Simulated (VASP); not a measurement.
Write the native input for VASP 6.6.1 that does the following.

```yaml
Task: single point
Functional: PBE
Potentials_or_basis: VASP PAW PBE potentials, release 64 (Pd, Cl)
Cutoff: 520 eV
k_mesh: 6 × 4 × 2
Occupations: gaussian, width 0.1 eV
Spin: collinear spin
Starting_moments: "[1.0, 0.0, 0.0, 0.0, 0.0] μB"
Dipole_correction: no
Further_INCAR_settings: ALGO = Normal; EDIFF = 1e-07; NBANDS = 31
```

The structure of PdCl4 lies in POSCAR:

```
PdCl4
1.0
    2.8181795225      0.0000000000      0.0000000000
    0.0000000000      7.2071965807      0.0000000000
    0.0000000000      0.0000000000     10.3501149061
Pd Cl
1 4
Direct
    0.5000000000      0.5000000000      0.5000000000
    0.5000000000      0.7260259298      0.6575648994
    0.5000000000      0.2739740702      0.6575648994
    0.5000000000      0.7260259298      0.3424351006
    0.5000000000      0.2739740702      0.3424351006
```

The cell was generated, and may not be a known phase.

These files were run (other wordings do the same):

INCAR

```
  PREC = Accurate
  ENCUT = 520
  EDIFF = 1E-7
  ISMEAR = 0
  SIGMA = 0.1
  LREAL = False
  LASPH = True
  NELM = 150
  ALGO = Normal
  ISIF = 2
  LWAVE = False
  LCHARG = True
  ISPIN = 2
  MAGMOM = 1 0 0 0 0
  LORBIT = 11
  LMAXMIX = 4
  GGA = PE
  LELF = True
  LVHAR = True
  NBANDS = 31
```

KPOINTS

```
Automatic mesh
0
Gamma
  6 4 2
```

Potentials or basis: VASP PAW PBE potentials, release 64 (Pd, Cl).

Launch:

```sh
$ cat potpaw_PBE.64/Pd/POTCAR potpaw_PBE.64/Cl/POTCAR > POTCAR
$ mpirun -np 1 vasp_std > vasp.out
```

It gave:

```json
{"Pressure": "0.0 GPa", "Largest force": "0.023 eV/Å", "Net moment": "0.25 μB per cell", "Site moments": "Pd +0.05; Cl +0.04 μB", "Valence electrons inside the program's atomic spheres": "Pd 9.39; Cl 5.00"}
```

Caveat: the k points lie up to 0.37 Å⁻¹ apart; a moment this small can come from the mesh or the smearing; this functional lacks dispersion, which binds layers or chains, so the pressure and a relaxed spacing across them are unreliable.

Wall time 14 min on 1 thread of Intel(R) Xeon(R) Platinum 8259CL CPU @ 2.50GHz (Skylake/Cascade Lake), with other jobs on the host, peak memory 0.52 GiB.
